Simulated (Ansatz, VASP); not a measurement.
Given: the input of a run of VASP 6.6.1 on PbS.

POSCAR

```
PbS
1.0
    2.0937276176     -6.0309754840      0.0000000000
    2.0937276176      6.0309754840      0.0000000000
    0.0000000000      0.0000000000      4.3076616397
Pb S
2 2
Direct
    0.1305633500      0.8694366500      0.2500000000
    0.8694366500      0.1305633500      0.7500000000
    0.3547970900      0.6452029100      0.2500000000
    0.6452029100      0.3547970900      0.7500000000
```

File INCAR.step1:

```
PREC = Accurate ; ENCUT = 520
ISMEAR = -1 ; SIGMA = 0.05
LREAL = False ; LASPH = True
NELM = 60 ; NBANDS = 28
GGA = PE ; ALGO = Normal
EDIFF = 1E-4 ; LWAVE = True
LCHARG = False
```

Contents of INCAR.step2:

```
PREC = Accurate ; ENCUT = 520
EDIFF = 1E-7 ; ISMEAR = -1
SIGMA = 0.05 ; LREAL = False
LASPH = True ; NELM = 60
ALGO = Normal ; ISIF = 2
LWAVE = False ; LCHARG = False
METAGGA = R2SCAN ; LMIXTAU = True
NBANDS = 28 ; ISTART = 1
```

The input KPOINTS:

```
regular mesh
0
Gamma
  7 7 6
```

Potentials or basis: VASP PAW PBE potentials, release 64 (Pb_d, S).

The run is started by

```console
$ cat potpaw_PBE.64/Pb_d/POTCAR potpaw_PBE.64/S/POTCAR > POTCAR
$ cp INCAR.step1 INCAR
$ mpirun -np 1 vasp_std > vasp.out
$ cp INCAR.step2 INCAR
$ mpirun -np 1 vasp_std > vasp.out
```

Task: Set up the same calculation for Ansatz 0.2.0. Potentials there: Ansatz PAW.

Result: As run (the cutoff follows the program's own potentials):

File input.yaml:

```yaml
crystal:
  lattice:
    - [2.0937276176, -6.030975484, 0.0]
    - [2.0937276176, 6.030975484, 0.0]
    - [0.0, 0.0, 4.3076616397]
  atoms:
    - { symbol: Pb, position: [0.13056335, 0.86943665, 0.25] }
    - { symbol: Pb, position: [0.86943665, 0.13056335, 0.75] }
    - { symbol: S, position: [0.35479709, 0.64520291, 0.25] }
    - { symbol: S, position: [0.64520291, 0.35479709, 0.75] }
hamiltonian:
  xc: r2scan
  pseudopotentials: { kind: paw }
kpoints:
  mp_grid: { grid: [7, 7, 6] }
scf:
  occupations: { method: fermi_dirac, width: 0.05 }
output:
  forces: true
  stress: true
  eigenvalues: true
```

Potentials or basis: Ansatz PAW.

Run with:

```sh
$ ansatz run input.yaml --threads 1 --pin off --max-ram 3584MiB --backend cpu --events-out ev --progress --plain --runs-dir out
```

Both were run:

|  | VASP | Ansatz | Ansatz less VASP |
| --- | --- | --- | --- |
| gap on the k mesh at the Fermi level (eV) | 1.57 | 1.57 | +0.002 |
| least direct gap on the mesh (eV) | 1.78 | 1.78 | -0.001 |
| pressure (GPa) | -1.1 | -1.1 | 0.00 |
| traceless stress, the component that is largest in VASP (GPa) | 0.05 | 0.05 | +0.002 |
| rms of the force components (eV/Å) | 0.066 | 0.070 | +0.0040 |

VASP's potentials were made for PBE, not for r2SCAN. Atom by atom the forces differ by 0.004 eV/Å (rms over components).

Neither program's run includes spin-orbit coupling. Noted on Ansatz's run: odd divisions of the mesh miss points on the zone boundary, where band edges often lie, so the gap on the mesh can be too wide.
